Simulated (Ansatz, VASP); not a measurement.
## Two plane-wave programs on ZnCd2Te3

INCAR

```
SYSTEM = ZnCd2Te3
ALGO     = Normal         ! electronic algorithm
EDIFF    = 1E-6           ! SCF threshold, eV
ENCUT    = 520            ! plane-wave cutoff, eV
GGA      = PE             ! functional
ISIF     = 2              ! what is computed and relaxed
ISMEAR   = 0              ! smearing method
LASPH    = .TRUE.         ! aspherical terms in the spheres
LCHARG   = .FALSE.        ! write CHGCAR
LREAL    = .FALSE.        ! projectors in reciprocal space
LWAVE    = .FALSE.        ! write WAVECAR
NBANDS   = 36             ! bands
NELM     = 100            ! most SCF steps
PREC     = Accurate       ! precision mode
SIGMA    = 0.1            ! smearing width, eV
```

The input KPOINTS:

```
k-points
0
G
  6 6 2
  0 0 0
```

Contents of POSCAR:

```
ZnCd2Te3
1.0
    4.7759230000      0.0000000000      0.0000000000
   -2.3879615000      4.1360706400      0.0000000000
    0.0000000000      0.0000000000      9.1526576700
Zn Cd Te
1 2 3
Direct
    0.0000000000      0.0000000000      0.0000000000
    0.3333333300      0.6666666700      0.0000000000
    0.6666666700      0.3333333300      0.0000000000
    0.0000000000      0.0000000000      0.2160883000
    0.0000000000      0.0000000000      0.7839117000
    0.0000000000      0.0000000000      0.5000000000
```

Input for Ansatz:

```yaml
crystal:
  lattice:
    - [4.775923, 0.0, 0.0]
    - [-2.3879615, 4.13607064, 0.0]
    - [0.0, 0.0, 9.15265767]
  atoms:
    - { symbol: Zn, position: [0.0, 0.0, 0.0] }
    - { symbol: Cd, position: [0.33333333, 0.66666667, 0.0] }
    - { symbol: Cd, position: [0.66666667, 0.33333333, 0.0] }
    - { symbol: Te, position: [0.0, 0.0, 0.2160883] }
    - { symbol: Te, position: [0.0, 0.0, 0.7839117] }
    - { symbol: Te, position: [0.0, 0.0, 0.5] }
basis:
  ecutwfc: 420
kpoints:
  mp_grid: { grid: [6, 6, 2] }
hamiltonian:
  xc: pbe
scf:
  occupations: { method: gaussian, width: 0.1 }
  lower_state_search: "off"
output:
  forces: true
  stress: true
  eigenvalues: true
```

Alike in both runs: task single point; functional PBE; k mesh 6 × 6 × 2; occupations gaussian, width 0.1 eV; no spin polarisation.

|  | VASP | Ansatz |
| --- | --- | --- |
| version | VASP 6.6.1 | Ansatz 0.2.0 |
| potentials or method | VASP PAW PBE potentials, release 64 (Zn, Cd, Te), cutoff 520 eV | scalar-relativistic, plane waves, PAW |
| valence electrons in the cell | 54 | 100 |

|  | VASP | Ansatz | Ansatz less VASP |
| --- | --- | --- | --- |
| gap on the k mesh at the Fermi level (eV) | none | none | - |
| pressure (GPa) | 27.1 | 26.9 | -0.17 |
| traceless stress, the component that is largest in VASP (GPa) | 37.31 | 37.57 | +0.257 |
| rms of the force components (eV/Å) | 3.979 | 3.980 | +0.0006 |

Atom by atom the forces differ by 0.001 eV/Å (rms over components). A gap of «none» marks a metal or a gap that the smearing closes. VASP's potentials hold 54 valence electrons a cell and Ansatz's 100, so a difference there can come from the potentials and not from the codes.

Neither program's run includes spin-orbit coupling.
